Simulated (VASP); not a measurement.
# CsI (Pm-3m) in VASP: single point with PBE

Aim: the single point of CsI with PBE.

Everything below comes from runs of VASP 6.6.1. Logs are shortened: lines on timing, memory, paths and dates and some standing lists are left out, and cuts for length are marked.

**1. The cell of the first run**

Symmetry: Pm-3m, No. 221, cubic system. Conventional cell: a = 4.567 Å, b = 4.567 Å, c = 4.567 Å, α = 90.00°, β = 90.00°, γ = 90.00°. Cs (site symmetry m-3m) has 8 I at 3.95 Å and 6 Cs at 4.57 Å within 5.2 Å. Within 5.2 Å of I (site symmetry m-3m) lie 8 Cs at 3.95 Å and 6 I at 4.57 Å.

**2. Single point, PBE**

Contents of INCAR:

```
SYSTEM = CsI
PREC = Accurate ; ENCUT = 500
EDIFF = 1E-6 ; ISMEAR = 0
SIGMA = 0.01 ; LREAL = .FALSE.
LASPH = .TRUE. ; NELM = 120
ALGO = Normal ; ISIF = 2
LWAVE = .FALSE. ; LCHARG = .FALSE.
GGA = PE ; NBANDS = 15
GGA_COMPAT = .FALSE.
```

Contents of KPOINTS:

```
Automatic mesh
0
G
  4 4 4
  0 0 0
```

Contents of POSCAR:

```
CsI
1.0
    4.5667000000      0.0000000000      0.0000000000
    0.0000000000      4.5667000000      0.0000000000
    0.0000000000      0.0000000000      4.5667000000
Cs I
1 1
Direct
    0.0000000000      0.0000000000      0.0000000000
    0.5000000000      0.5000000000      0.5000000000
```

Potentials or basis: VASP PAW PBE potentials, release 64 (Cs_sv, I).

On the command line:

```
> cat potpaw_PBE.64/Cs_sv/POTCAR potpaw_PBE.64/I/POTCAR > POTCAR
> mpirun -np 1 vasp_std > vasp.out
```

OUTCAR:

```text
SYSTEM = CsI
   PREC = Accurate
   ENCUT = 500
   EDIFF = 1E-6
   ISMEAR = 0
   LREAL = .FALSE.
   LASPH = .TRUE.
   NELM = 120
   ISIF = 2
   GGA = PE

 ion  position               nearest neighbor table
   1  0.000  0.000  0.000-
   2  0.500  0.500  0.500-

  LATTYP: Found a simple cubic cell.
 ALAT       =     4.5667000000

  Lattice vectors:

 A1 = (   4.5667000000,   0.0000000000,   0.0000000000)
 A2 = (   0.0000000000,   4.5667000000,   0.0000000000)
 A3 = (   0.0000000000,   0.0000000000,   4.5667000000)

Analysis of symmetry for initial positions (statically):
=====================================================================
 Subroutine PRICEL returns:
 Original cell was already a primitive cell.

 Routine SETGRP: Setting up the symmetry group for a
 simple cubic supercell.

 Subroutine GETGRP returns: Found 48 space group operations
 (whereof 48 operations were pure point group operations)
 out of a pool of 48 trial point group operations.

The static configuration has the point symmetry O_h .

Analysis of symmetry for dynamics (positions and initial velocities):
=====================================================================
 Subroutine PRICEL returns:
 Original cell was already a primitive cell.

 Routine SETGRP: Setting up the symmetry group for a
 simple cubic supercell.

 Subroutine GETGRP returns: Found 48 space group operations
 (whereof 48 operations were pure point group operations)
 out of a pool of 48 trial point group operations.

The dynamic configuration has the point symmetry O_h .

 Subroutine INISYM returns: Found 48 space group operations
 (whereof 48 operations are pure point group operations),
 and found     1 'primitive' translations

----------------------------------------------------------------------------------------

                                     Primitive cell

  volume of cell :      95.2374

  direct lattice vectors                    reciprocal lattice vectors
     4.566700000  0.000000000  0.000000000     0.218976504  0.000000000  0.000000000
     0.000000000  4.566700000  0.000000000     0.000000000  0.218976504  0.000000000
     0.000000000  0.000000000  4.566700000     0.000000000  0.000000000  0.218976504

  length of vectors
     4.566700000  4.566700000  4.566700000     0.218976504  0.218976504  0.218976504

  position of ions in fractional coordinates (direct lattice)
     0.000000000  0.000000000  0.000000000
     0.500000000  0.500000000  0.500000000

  ion indices of the primitive-cell ions
   primitive index   ion index
                 1           1
                 2           2

----------------------------------------------------------------------------------------

 KPOINTS: Automatic mesh

Automatic generation of k-mesh.
 Grid dimensions read from file:
 generate k-points for:    4    4    4

 Generating k-lattice:

  Cartesian coordinates                     Fractional coordinates (reciprocal lattice)
     0.054744126  0.000000000  0.000000000     0.250000000  0.000000000  0.000000000
     0.000000000  0.054744126  0.000000000     0.000000000  0.250000000  0.000000000
     0.000000000  0.000000000  0.054744126     0.000000000  0.000000000  0.250000000

  Length of vectors
     0.054744126  0.054744126  0.054744126

  Shift w.r.t. Gamma in fractional coordinates (k-lattice)
     0.000000000  0.000000000  0.000000000

 Subroutine IBZKPT returns following result:
 ===========================================

 Found     10 irreducible k-points:

 Following reciprocal coordinates:
            Coordinates               Weight
  0.000000  0.000000  0.000000      1.000000
  0.250000  0.000000  0.000000      6.000000
  0.500000  0.000000  0.000000      3.000000
  0.250000  0.250000  0.000000     12.000000
  0.500000  0.250000  0.000000     12.000000
  0.500000  0.500000  0.000000      3.000000
  0.250000  0.250000  0.250000      8.000000
  0.500000  0.250000  0.250000     12.000000
  0.500000  0.500000  0.250000      6.000000
  0.500000  0.500000  0.500000      1.000000
   k-points           NKPTS =     10   k-points in BZ     NKDIM =     10   number of bands    NBANDS=     15
   number of dos      NEDOS =    301   number of ions     NIONS =      2
   total plane-waves  NPLWV =  46656
   dimension x,y,z NGX =    36 NGY =   36 NGZ =   36
   dimension x,y,z NGXF=    72 NGYF=   72 NGZF=   72
   ions per type =               1   1
   NGX,Y,Z   is equivalent  to a cutoff of  13.11, 13.11, 13.11 a.u.
   NGXF,Y,Z  is equivalent  to a cutoff of  26.21, 26.21, 26.21 a.u.
 SYSTEM =  CsI
   PREC   = accura    normal or accurate (medium, high low for compatibility)
   ISTART =      0    job   : 0-new  1-cont  2-samecut
   ICHARG =      2    charge: 1-file 2-atom 10-const
   ISPIN  =      1    spin polarized calculation?
   LNONCOLLINEAR =      F non collinear calculations
   LSORBIT =      F    spin-orbit coupling
   LASPH  =      T    aspherical Exc in radial PAW
   ENCUT  =  500.0 eV  36.75 Ry    6.06 a.u.   8.33  8.33  8.33*2*pi/ulx,y,z
   NELM   =    120;   NELMIN=  2; NELMDL= -5     # of ELM steps
   EDIFF  = 0.1E-05   stopping-criterion for ELM
   LREAL  =      F    real-space projection
   EDIFFG = 0.1E-04   stopping-criterion for IOM
   NSW    =      0    number of steps for IOM
   IBRION =     -1    ionic relax: 0-MD 1-quasi-New 2-CG
   NFREE  =      0    steps in history (QN), initial steepest desc. (CG)
   ISIF   =      2    stress and relaxation
   ISYM   =      2    0-nonsym 1-usesym 2-fastsym
   POTIM  = 0.5000    time-step for ionic-motion
   TEBEG  =    0.0;   TEEND  =   0.0 temperature during run
   PSTRESS=    0.0 pullay stress
   NELECT =      16.0000    total number of electrons
   NUPDOWN=      -1.0000    fix difference up-down
   EMIN   =  10.00;   EMAX   =-10.00  energy-range for DOS
   EFERMI =   0.00;   METHOD = LEGACY
   ISMEAR =     0;   SIGMA  =   0.01  broadening in eV -4-tet -1-fermi 0-gaus
   EFERMI_NEDOS =   21; number of points for ismear=-14 and -15
   IALGO  =     38    algorithm
   IMIX   =      4    mixing-type and parameters
     AMIX     =   0.40;   BMIX     =  1.00
     AMIX_MAG =   1.60;   BMIX_MAG =  1.00
  volume/ion in A,a.u.               =      47.62       321.35
  Fermi-wavevector in a.u.,A,eV,Ry     =   0.903328  1.707043 11.102385  0.816002
  Thomas-Fermi vector in A             =   2.026641
   LORBIT       =      0    0 simple, 1 ext, 2 COOP (PROOUT), +10 PAW based schemes
   GGA     = PE    functional components
   LHFCALC =     F    Hartree Fock is set to
   AEXX    =    0.0000 exact exchange contribution
   IVDW    =     0    specifies the selected vdW correction
   LEPSILON=     F    determine dielectric tensor
   LRPA    =     F    only Hartree local field effects (RPA)
 non-spin polarized calculation
 Gauss-broadening in eV      SIGMA  =   0.01
  energy-cutoff  :      500.00
  volume of cell :       95.24
 maximum number of plane-waves:      2469
 NGX is ok and might be reduce to    36
   NGX = 17   NGY = 17   NGZ = 17

 number of electron      16.0000003 magnetization

 Free energy of the ion-electron system (eV)
  ---------------------------------------------------
  ext. energy  EPLUGINS =         0.00000000
  ---------------------------------------------------
  free energy    TOTEN  =        -5.42465897 eV

  energy without entropy =       -5.42465897  energy(sigma->0) =       -5.42465897

 E-fermi :   0.8770     XC(G=0):  -7.7676

 val. band max:        0.8161703103   @ k =   0.5000   0.5000   0.0000
 cond. band min:       4.6903579853   @ k =   0.0000   0.0000   0.0000
 fundamental gap:      3.8741876751
 Fermi energy:         0.8770146900

 k-point     1 :       0.0000    0.0000    0.0000
  band No.  band energies     occupation
      1     -19.5782      2.00000
      2      -9.8407      2.00000
      3      -6.2787      2.00000
      4      -6.2787      2.00000
      5      -6.2787      2.00000
      6       0.7273      2.00000
      7       0.7273      2.00000
      8       0.7273      2.00000
      9       4.6904      0.00000
     10       4.9946      0.00000
     11       4.9946      0.00000
     12       8.5740      0.00000
     13       8.5740      0.00000
     14       8.5740      0.00000
     15      11.0059      0.00000

 k-point     2 :       0.2500    0.0000    0.0000
  band No.  band energies     occupation
      1     -19.5659      2.00000
      2      -9.8462      2.00000
      3      -6.3540      2.00000
      4      -6.2473      2.00000
      5      -6.2473      2.00000
      6      -0.1244      2.00000
      7       0.6514      2.00000
      8       0.6514      2.00000
      9       5.3608      0.00000
     10       5.8060      0.00000
     11       6.2563      0.00000
     12       8.4781      0.00000
     13       8.4781      0.00000
     14       8.8416      0.00000
     15       9.0553      0.00000

 k-point     3 :       0.5000    0.0000    0.0000
  band No.  band energies     occupation
      1     -19.5535      2.00000
      2      -9.8550      2.00000
      3      -6.4131      2.00000
      4      -6.2151      2.00000
      5      -6.2151      2.00000
      6      -0.7454      2.00000
      7       0.5722      2.00000
      8       0.5722      2.00000
      9       6.0117      0.00000
     10       7.3016      0.00000
     11       7.5446      0.00000
     12       7.6314      0.00000
     13       8.7159      0.00000
     14       8.7159      0.00000
     15       9.2185      0.00000

 k-point     4 :       0.2500    0.2500    0.0000
  band No.  band energies     occupation
      1     -19.5542      2.00000
      2      -9.8061      2.00000
      3      -6.4651      2.00000
      4      -6.3204      2.00000
      5      -6.2216      2.00000
      6      -0.1359      2.00000
      7       0.2628      2.00000
      8       0.6715      2.00000
      9       5.8229      0.00000
     10       6.0522      0.00000
     11       6.8956      0.00000
     12       7.5641      0.00000
     13       8.4707      0.00000
     14       8.7672      0.00000
     15       9.4990      0.00000

 k-point     5 :       0.5000    0.2500    0.0000
  band No.  band energies     occupation
      1     -19.5424      2.00000
      2      -9.7670      2.00000
      3      -6.5221      2.00000
      4      -6.4387      2.00000
      5      -6.1956      2.00000
      6      -0.4014      2.00000
      7       0.2269      2.00000
      8       0.6886      2.00000
      9       5.7623      0.00000
     10       6.3389      0.00000
     11       7.5892      0.00000
     12       7.6405      0.00000
     13       7.7531      0.00000
     14       9.0406      0.00000
     15       9.8520      0.00000

 k-point     6 :       0.5000    0.5000    0.0000
  band No.  band energies     occupation
      1     -19.5313      2.00000
      2      -9.6713      2.00000
      3      -6.6422      2.00000
      4      -6.6422      2.00000
      5      -6.1758      2.00000
      6      -0.0447      2.00000
      7      -0.0447      2.00000
      8       0.8162      2.00000
      9       5.0575      0.00000
     10       5.7369      0.00000
     11       6.9128      0.00000
     12       6.9128      0.00000
     13      10.3526      0.00000
     14      10.4401      0.00000
     15      10.5519      0.00000

 k-point     7 :       0.2500    0.2500    0.2500
  band No.  band energies     occupation
      1     -19.5430      2.00000
      2      -9.7514      2.00000
      3      -6.4217      2.00000
      4      -6.4217      2.00000
      5      -6.3404      2.00000
      6       0.0881      2.00000
      7       0.1210      2.00000
      8       0.1210      2.00000
      9       6.7867      0.00000
     10       6.7867      0.00000
     11       7.0214      0.00000
     12       7.1063      0.00000
     13       7.8218      0.00000
     14       7.8218      0.00000
     15      11.1392      0.00000

 k-point     8 :       0.5000    0.2500    0.2500
  band No.  band energies     occupation
      1     -19.5316      2.00000
      2      -9.6954      2.00000
      3      -6.5510      2.00000
      4      -6.4210      2.00000
      5      -6.3769      2.00000
      6      -0.3214      2.00000
      7      -0.0223      2.00000
      8       0.3317      2.00000
      9       6.3223      0.00000
     10       6.6383      0.00000
     11       6.7770      0.00000
     12       8.1701      0.00000
     13       8.6743      0.00000
     14       8.8064      0.00000
     15      10.5855      0.00000

 k-point     9 :       0.5000    0.5000    0.2500
  band No.  band energies     occupation
      1     -19.5208      2.00000
      2      -9.6195      2.00000
      3      -6.5872      2.00000
      4      -6.5872      2.00000
      5      -6.3586      2.00000
      6      -0.2728      2.00000
      7      -0.2728      2.00000
      8       0.0681      2.00000
      9       6.1695      0.00000
     10       7.1984      0.00000
     11       7.2413      0.00000
     12       7.2413      0.00000
     13       9.8284      0.00000
     14       9.8284      0.00000
     15      10.5491      0.00000

 k-point    10 :       0.5000    0.5000    0.5000
  band No.  band energies     occupation
      1     -19.5104      2.00000
      2      -9.5660      2.00000
      3      -6.5299      2.00000
      4      -6.5299      2.00000
      5      -6.5299      2.00000
      6      -0.4931      2.00000
      7      -0.4931      2.00000
      8      -0.4931      2.00000
      9       7.9889      0.00000
     10       7.9889      0.00000
     11       7.9889      0.00000
     12       8.6740      0.00000
     13       8.6740      0.00000
     14       8.6740      0.00000
     15      10.6047      0.00000

------------------------ aborting loop because EDIFF is reached ----------------------------------------

  FORCE on cell =-STRESS in cart. coord.  units (eV):
  Direction    XX          YY          ZZ          XY          YZ          ZX
  --------------------------------------------------------------------------------------
  -------------------------------------------------------------------------------------
  Total        0.4792968      0.4792968      0.4792968      0.0000000      0.0000000     -0.0000000
  in kB        8.0632035      8.0632035      8.0632035      0.0000000      0.0000000     -0.0000000
  external PRESSURE =       8.0632035 kB  Pullay stress =       0.0000000 kB

 VOLUME and BASIS-vectors are now :
 -----------------------------------------------------------------------------
  energy-cutoff  :      500.00
  volume of cell :       95.24
      direct lattice vectors                 reciprocal lattice vectors
     4.566700000  0.000000000  0.000000000     0.218976504  0.000000000  0.000000000
     0.000000000  4.566700000  0.000000000     0.000000000  0.218976504  0.000000000
     0.000000000  0.000000000  4.566700000     0.000000000  0.000000000  0.218976504

 POSITION                                       TOTAL-FORCE (eV/Angst)
 -----------------------------------------------------------------------------------
      0.00000      0.00000      0.00000         0.000000      0.000000      0.000000
      2.28335      2.28335      2.28335         0.000000      0.000000      0.000000
 -----------------------------------------------------------------------------------
    total drift:                               -0.000000      0.000000      0.000000

  FREE ENERGIE OF THE ION-ELECTRON SYSTEM (eV)
  ---------------------------------------------------
  free  energy   TOTEN  =        -5.4246589719 eV

  energy  without entropy=       -5.4246589719  energy(sigma->0) =       -5.42465897
```

It took 24 s on 1 thread of Intel Xeon 8259CL, shared host; peak memory 0.2 GiB.

What came out:

```
Free energy            : -5.4247 eV
Pressure               : 0.8 GPa
Band gap on the k mesh : 3.87 eV, indirect (least direct gap 3.96 eV)
```

Caveat: spin-orbit coupling is left out, which moves the levels of the heavy elements. A k mesh can miss the band edges.
